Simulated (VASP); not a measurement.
**ZnSi2Pb2: single point with PBE**

The system is ZnSi2Pb2.

```
Zn Si Pb
1.0
    -2.14392    2.14392    5.62513
     2.14392   -2.14392    5.62513
     2.14392    2.14392   -5.62513
Zn Si Pb
1 2 2
Direct
  0.00000 0.00000 0.00000
  0.25000 0.75000 0.50000
  0.75000 0.25000 0.50000
  0.62600 0.62600 0.00000
  0.37400 0.37400 0.00000
```

```json
{"Program": "VASP 6.6.1", "Task": "single point", "Functional": "PBE", "Potentials or basis": "VASP PAW PBE potentials, release 64 (Zn, Si, Pb_d)", "Cutoff": "520 eV", "k mesh": "6 × 6 × 6", "Occupations": "gaussian, width 0.1 eV", "Spin": "no spin polarisation", "Dipole correction": "no", "Further INCAR settings": "ALGO = Fast; EDIFF = 1e-06; NBANDS = 32"}
```

```yaml
Pressure: 23.7 GPa
Largest_force: 2.007 eV/Å
Band_gap_on_the_k_mesh: zero (bands 24 and 25 overlap by 1.69 eV)
```

Forces in eV/Å, atoms in the order of the input:
```
Zn   0.000  0.000  0.000
Si   0.000  0.000  0.000
Si   0.000  0.000  0.000
Pb   0.000  0.000 -2.007
Pb   0.000  0.000  2.007
```

Stress tensor (GPa, compression positive):
```
23.20  0.00  0.00
 0.00 23.20  0.00
 0.00  0.00 24.77
```

Levels at points of the mesh, in eV from the Fermi level:
```csv
k point,band 20,band 21,band 22,band 23,band 24,band 25,band 26,band 27,band 28,band 29
"(0.00, 0.00, 0.00)",-4.06,-4.06,-1.67,-1.29,-1.13,-1.13,0.71,2.68,2.68,4.69
"(0.50, 0.00, 0.00)",-2.85,-2.69,-2.65,-2.34,-1.37,-0.19,1.48,2.66,3.04,3.08
"(0.50, 0.50, 0.00)",-4.74,-4.60,-3.10,-2.37,-1.78,-0.14,3.37,3.55,4.06,4.76
"(0.50, 0.50, 0.50)",-4.59,-3.62,-1.79,-0.75,0.56,0.56,1.10,1.78,2.68,2.99
```

Run time: 2.5 min on 1 thread of Oxide Virtual Turin-like Processor (shared host), peak memory 0.33 GiB.

Caveat: the cell stands under pressure; spin-orbit coupling is left out, which moves the levels of the heavy elements; forces of over 1 eV/Å act on the atoms, so gaps and moduli don't describe the material at rest.
